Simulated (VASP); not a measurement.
Set up this calculation in VASP 6.6.1, as the native input.

* Task: single point
* Functional: RPBE
* Potentials or basis: VASP PAW PBE potentials, release 64 (Sb)
* Cutoff: 520 eV
* k mesh: 9 × 9 × 9
* Occupations: fermi-dirac, width 0.1 eV
* Spin: no spin polarisation
* Dipole correction: no
* Further INCAR settings: ALGO = Normal; EDIFF = 1e-07; NBANDS = 12

The structure of Sb lies in POSCAR:

```
Sb
1.0
    0.0000000000      3.5391707861      3.5391707861
    3.5391707861      0.0000000000      3.5391707861
    3.5391707861      3.5391707861      0.0000000000
Sb
2
Direct
    0.1250000000      0.1250000000      0.1250000000
    0.8750000000      0.8750000000      0.8750000000
```

One way to write it, as run:

INCAR

```
SYSTEM = Sb
ALGO = Normal
EDIFF = 1E-7
ENCUT = 520
GGA = RP
ISIF = 2
ISMEAR = -1
LASPH = .True.
LCHARG = .False.
LREAL = .False.
LWAVE = .False.
NBANDS = 12
NELM = 80
PREC = Accurate
SIGMA = 0.1
```

KPOINTS

```
k-points
0
Gamma
  9 9 9
  0 0 0
```

Potentials or basis: VASP PAW PBE potentials, release 64 (Sb).

Command:

```console
$ cat potpaw_PBE.64/Sb/POTCAR > POTCAR
$ mpirun -np 1 vasp_std > vasp.out
```

Results of the run:

```json
{
 "Pressure": "-0.1 GPa",
 "Band gap on the k mesh": "zero (band 5 reaches 4.03 eV, above the bottom of band 6 at 3.36 eV)"
}
```

Caveat: the PAW data sets were made with another functional, which shifts forces and pressure a little; spin-orbit coupling is left out, which moves the levels of the heavy elements.

Run time: 44 s on 1 thread of Intel Xeon 6975P-C (shared host), peak memory 0.24 GiB.
